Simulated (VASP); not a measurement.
# CO2 (I-42d) in VASP: single point with LDA

Aim: the single point of CO2 with LDA.

Program: VASP 6.6.1. These are calculated values, not measurements. Logs are shortened: lines on timing, memory, paths and dates and some standing lists are left out, and cuts for length are marked.

### 1 The cell of the first run

Symmetry: I-42d, No. 122, tetragonal system. Conventional cell: a = 3.869 Å, b = 3.869 Å, c = 5.895 Å, α = 90.00°, β = 90.00°, γ = 90.00°. C (site symmetry -4) has 4 O at 1.38 Å within 1.8 Å. O (site symmetry 2) has 2 C at 1.38 Å within 1.8 Å.

### 2 Single point, LDA

The input, INCAR:

```
PREC = Accurate
ENCUT = 910
EDIFF = 1E-6
ISMEAR = 0
SIGMA = 0.02
LREAL = False
LASPH = True
NELM = 120
ALGO = Normal
ISIF = 2
LWAVE = False
LCHARG = False
GGA = CA
NBANDS = 25
GGA_COMPAT = False
```

The input, KPOINTS:

```
regular mesh
0
Gamma
  8 8 8
```

The input, POSCAR:

```
CO2
1.0
   -1.9342583142      1.9342583142      2.9472776647
    1.9342583142     -1.9342583142      2.9472776647
    1.9342583142      1.9342583142     -2.9472776647
C O
2 4
Direct
    0.0000000000      0.0000000000      0.0000000000
    0.7500000000      0.2500000000      0.5000000000
    0.3750000000      0.2940783423      0.4190783423
    1.0440783423      0.6250000000      0.9190783423
    0.7059216577      0.1250000000      0.0809216577
    0.8750000000     -0.0440783423      0.5809216577
```

Potentials or basis: VASP PAW LDA potentials, release 64 (C_h, O_h).

The run is started by

```bash
$ cat potpaw_LDA.64/C_h/POTCAR potpaw_LDA.64/O_h/POTCAR > POTCAR
$ mpirun -np 1 vasp_std > vasp.out
```

OUTCAR:

```text
PREC = Accurate
   ENCUT = 910
   EDIFF = 1E-6
   ISMEAR = 0
   LREAL = False
   LASPH = True
   NELM = 120
   ISIF = 2
   GGA = CA

 ion  position               nearest neighbor table
   1  0.000  0.000  0.000-   3 1.38   4 1.38   5 1.38   6 1.38
   2  0.750  0.250  0.500-   3 1.38   4 1.38   5 1.38   6 1.38
   3  0.375  0.294  0.419-   1 1.38   2 1.38
   4  0.044  0.625  0.919-   1 1.38   2 1.38
   5  0.706  0.125  0.081-   1 1.38   2 1.38
   6  0.875  0.956  0.581-   1 1.38   2 1.38

  LATTYP: Found a body centered tetragonal cell.
 ALAT       =     3.8685166284
 C/A-ratio  =     1.5237249560

  Lattice vectors:

 A1 = (  -1.9342583142,   1.9342583142,   2.9472776647)
 A2 = (   1.9342583142,  -1.9342583142,   2.9472776647)
 A3 = (   1.9342583142,   1.9342583142,  -2.9472776647)

Analysis of symmetry for initial positions (statically):
=====================================================================
 Subroutine PRICEL returns:
 Original cell was already a primitive cell.

 Routine SETGRP: Setting up the symmetry group for a
 body centered tetragonal supercell.

 Subroutine GETGRP returns: Found  8 space group operations
 (whereof  4 operations were pure point group operations)
 out of a pool of 16 trial point group operations.

The static configuration has the point symmetry S_4 .
 The point group associated with its full space group is D_2d.

Analysis of symmetry for dynamics (positions and initial velocities):
=====================================================================
 Subroutine PRICEL returns:
 Original cell was already a primitive cell.

 Routine SETGRP: Setting up the symmetry group for a
 body centered tetragonal supercell.

 Subroutine GETGRP returns: Found  8 space group operations
 (whereof  4 operations were pure point group operations)
 out of a pool of 16 trial point group operations.

The dynamic configuration has the point symmetry S_4 .
 The point group associated with its full space group is D_2d.

 Subroutine INISYM returns: Found  8 space group operations
 (whereof  4 operations are pure point group operations),
 and found     1 'primitive' translations

----------------------------------------------------------------------------------------

                                     Primitive cell

  volume of cell :      44.1073

  direct lattice vectors                    reciprocal lattice vectors
    -1.934258314  1.934258314  2.947277665     0.000000000  0.258497015  0.169648081
     1.934258314 -1.934258314  2.947277665     0.258497015  0.000000000  0.169648081
     1.934258314  1.934258314 -2.947277665     0.258497015  0.258497015  0.000000000

  length of vectors
     4.021088918  4.021088918  4.021088918     0.309194402  0.309194402  0.365569984

  position of ions in fractional coordinates (direct lattice)
     0.000000000  0.000000000  0.000000000
     0.750000000  0.250000000  0.500000000
     0.375000000  0.294078342  0.419078342
     0.044078342  0.625000000  0.919078342
     0.705921658  0.125000000  0.080921658
     0.875000000  0.955921658  0.580921658

  ion indices of the primitive-cell ions
   primitive index   ion index
                 1           1
                 2           2
                 3           3
                 4           4
                 5           5
                 6           6

----------------------------------------------------------------------------------------

 KPOINTS: regular mesh

Automatic generation of k-mesh.
 Grid dimensions read from file:
 generate k-points for:    8    8    8

 Generating k-lattice:

  Cartesian coordinates                     Fractional coordinates (reciprocal lattice)
     0.000000000  0.032312127  0.021206010     0.125000000 -0.000000000  0.000000000
     0.032312127  0.000000000  0.021206010    -0.000000000  0.125000000  0.000000000
     0.032312127  0.032312127  0.000000000     0.000000000  0.000000000  0.125000000

  Length of vectors
     0.038649300  0.038649300  0.045696248

  Shift w.r.t. Gamma in fractional coordinates (k-lattice)
     0.000000000  0.000000000  0.000000000

 Subroutine IBZKPT returns following result:
 ===========================================

 Found     59 irreducible k-points:

 Following reciprocal coordinates:
            Coordinates               Weight
  0.000000  0.000000  0.000000      1.000000
  0.125000  0.000000 -0.000000      8.000000
  0.250000  0.000000 -0.000000      8.000000
  0.375000  0.000000 -0.000000      8.000000
  0.500000  0.000000 -0.000000      4.000000
  0.125000  0.125000 -0.000000      8.000000
[... 16 lines left out ...]
  0.250000  0.125000  0.125000     16.000000
  0.375000  0.125000  0.125000      8.000000
 [... further k-points ...]
   k-points           NKPTS =     59   k-points in BZ     NKDIM =     59   number of bands    NBANDS=     25
   number of dos      NEDOS =    301   number of ions     NIONS =      6
   total plane-waves  NPLWV =  64000
   dimension x,y,z NGX =    40 NGY =   40 NGZ =   40
   dimension x,y,z NGXF=    80 NGYF=   80 NGZF=   80
   ions per type =               2   4
   NGX,Y,Z   is equivalent  to a cutoff of  16.54, 16.54, 16.54 a.u.
   NGXF,Y,Z  is equivalent  to a cutoff of  33.07, 33.07, 33.07 a.u.
 SYSTEM =  unknown system
   PREC   = accura    normal or accurate (medium, high low for compatibility)
   ISTART =      0    job   : 0-new  1-cont  2-samecut
   ICHARG =      2    charge: 1-file 2-atom 10-const
   ISPIN  =      1    spin polarized calculation?
   LNONCOLLINEAR =      F non collinear calculations
   LSORBIT =      F    spin-orbit coupling
   LASPH  =      T    aspherical Exc in radial PAW
   ENCUT  =  910.0 eV  66.88 Ry    8.18 a.u.   9.89  9.89  9.89*2*pi/ulx,y,z
   NELM   =    120;   NELMIN=  2; NELMDL= -5     # of ELM steps
   EDIFF  = 0.1E-05   stopping-criterion for ELM
   LREAL  =      F    real-space projection
   EDIFFG = 0.1E-04   stopping-criterion for IOM
   NSW    =      0    number of steps for IOM
   IBRION =     -1    ionic relax: 0-MD 1-quasi-New 2-CG
   NFREE  =      0    steps in history (QN), initial steepest desc. (CG)
   ISIF   =      2    stress and relaxation
   ISYM   =      2    0-nonsym 1-usesym 2-fastsym
   POTIM  = 0.5000    time-step for ionic-motion
   TEBEG  =    0.0;   TEEND  =   0.0 temperature during run
   PSTRESS=    0.0 pullay stress
   NELECT =      32.0000    total number of electrons
   NUPDOWN=      -1.0000    fix difference up-down
   EMIN   =  10.00;   EMAX   =-10.00  energy-range for DOS
   EFERMI =   0.00;   METHOD = LEGACY
   ISMEAR =     0;   SIGMA  =   0.02  broadening in eV -4-tet -1-fermi 0-gaus
   EFERMI_NEDOS =   21; number of points for ismear=-14 and -15
   IALGO  =     38    algorithm
   IMIX   =      4    mixing-type and parameters
     AMIX     =   0.40;   BMIX     =  1.00
     AMIX_MAG =   1.60;   BMIX_MAG =  1.00
  volume/ion in A,a.u.               =       7.35        49.61
  Fermi-wavevector in a.u.,A,eV,Ry     =   1.471030  2.779843 29.442040  2.163929
  Thomas-Fermi vector in A             =   2.586215
   LORBIT       =      0    0 simple, 1 ext, 2 COOP (PROOUT), +10 PAW based schemes
   GGA     = CA    functional components
   LHFCALC =     F    Hartree Fock is set to
   AEXX    =    0.0000 exact exchange contribution
   IVDW    =     0    specifies the selected vdW correction
   LEPSILON=     F    determine dielectric tensor
   LRPA    =     F    only Hartree local field effects (RPA)
 non-spin polarized calculation
 Gauss-broadening in eV      SIGMA  =   0.02
  energy-cutoff  :      910.00
  volume of cell :       44.11
 maximum number of plane-waves:      2784
   NGX = 19   NGY = 19   NGZ = 19

 number of electron      32.0000000 magnetization

 Free energy of the ion-electron system (eV)
  ---------------------------------------------------
  ext. energy  EPLUGINS =         0.00000000
  ---------------------------------------------------
  free energy    TOTEN  =       -49.38256596 eV

  energy without entropy =      -49.38256596  energy(sigma->0) =      -49.38256596

 E-fermi :   3.7317     XC(G=0): -12.0879

 val. band max:        3.6490550507   @ k =   0.5000   0.0000  -0.0000
 cond. band min:      11.2225983247   @ k =   0.0000   0.0000   0.0000
 fundamental gap:      7.5735432741
 Fermi energy:         3.7317239312

 k-point     1 :       0.0000    0.0000    0.0000
  band No.  band energies     occupation
      1     -20.7081      2.00000
      2     -15.2633      2.00000
      3     -15.2633      2.00000
      4     -14.5409      2.00000
      5     -11.0999      2.00000
      6      -6.4606      2.00000
[... 17 lines left out ...]
     24      18.9482      0.00000
     25      18.9482      0.00000

 k-point     2 :       0.1250    0.0000   -0.0000
  band No.  band energies     occupation
      1     -20.5998      2.00000
      2     -15.5239      2.00000
      3     -15.2955      2.00000
      4     -14.6948      2.00000
      5     -10.7563      2.00000
      6      -6.4368      2.00000
[... 17 lines left out ...]
     24      18.9105      0.00000
     25      19.1382      0.00000

 k-point     3 :       0.2500    0.0000   -0.0000
  band No.  band energies     occupation
      1     -20.2946      2.00000
      2     -16.2570      2.00000
      3     -15.3603      2.00000
      4     -14.8656      2.00000
      5     -10.0908      2.00000
      6      -6.3965      2.00000
[... 552 lines left out ...]
 k-point    23 :       0.2500    0.1250    0.1250
  band No.  band energies     occupation
      1     -19.5997      2.00000
      2     -17.3902      2.00000
      3     -15.5074      2.00000
      4     -15.0859      2.00000
      5      -9.1549      2.00000
      6      -6.9638      2.00000
[... 17 lines left out ...]
     24      18.4940      0.00000
     25      18.9387      0.00000

 k-point    24 :       0.3750    0.1250    0.1250
  band No.  band energies     occupation
      1     -19.3425      2.00000
      2     -17.7381      2.00000
      3     -15.5260      2.00000
      4     -15.1430      2.00000
      5      -8.9475      2.00000
      6      -6.9317      2.00000
[... 17 lines left out ...]
     24      18.2904      0.00000
     25      19.0040      0.00000

 [... further k-points ...]

------------------------ aborting loop because EDIFF is reached ----------------------------------------

  FORCE on cell =-STRESS in cart. coord.  units (eV):
  Direction    XX          YY          ZZ          XY          YZ          ZX
  --------------------------------------------------------------------------------------
  -------------------------------------------------------------------------------------
  Total        0.1761275      0.1761275      0.0847374      0.0000000     -0.0000000      0.0000000
  in kB        6.3977559      6.3977559      3.0780520      0.0000000     -0.0000000      0.0000000
  external PRESSURE =       5.2911879 kB  Pullay stress =       0.0000000 kB

 VOLUME and BASIS-vectors are now :
 -----------------------------------------------------------------------------
  energy-cutoff  :      910.00
  volume of cell :       44.11
      direct lattice vectors                 reciprocal lattice vectors
    -1.934258314  1.934258314  2.947277665     0.000000000  0.258497015  0.169648081
     1.934258314 -1.934258314  2.947277665     0.258497015  0.000000000  0.169648081
     1.934258314  1.934258314 -2.947277665     0.258497015  0.258497015  0.000000000

 POSITION                                       TOTAL-FORCE (eV/Angst)
 -----------------------------------------------------------------------------------
      0.00000      0.00000      0.00000         0.000000      0.000000      0.000000
      0.00000      1.93426      1.47364         0.000000      0.000000     -0.000000
      0.65408      0.96713      0.73682         0.086471      0.000000      0.000000
      2.90139      0.65408     -0.73682         0.000000      0.086471      0.000000
     -0.96713      1.28018      2.21046         0.000000     -0.086471      0.000000
      1.28018      0.96713      3.68410        -0.086471     -0.000000      0.000000
 -----------------------------------------------------------------------------------
    total drift:                               -0.000001     -0.000001     -0.000001

  FREE ENERGIE OF THE ION-ELECTRON SYSTEM (eV)
  ---------------------------------------------------
  free  energy   TOTEN  =       -49.3825659569 eV

  energy  without entropy=      -49.3825659569  energy(sigma->0) =      -49.38256596
```

Run time: 1.7 min. Hardware: 1 thread of Intel Xeon Platinum 8259CL at 2.50GHz (Skylake/Cascade Lake), shared host; peak memory 0.27 GiB.

What came out:

```yaml
Free_energy: -49.3826 eV
Pressure: 0.5 GPa
Largest_force: 0.086 eV/Å
Band_gap_on_the_k_mesh: 7.57 eV (least direct gap 8.04 eV)
```

Forces in eV/Å, atoms in the order of the input:
```
C    0.000  0.000  0.000
C    0.000  0.000  0.000
O    0.086  0.000  0.000
O    0.000  0.086  0.000
O    0.000 -0.086  0.000
O   -0.086  0.000  0.000
```
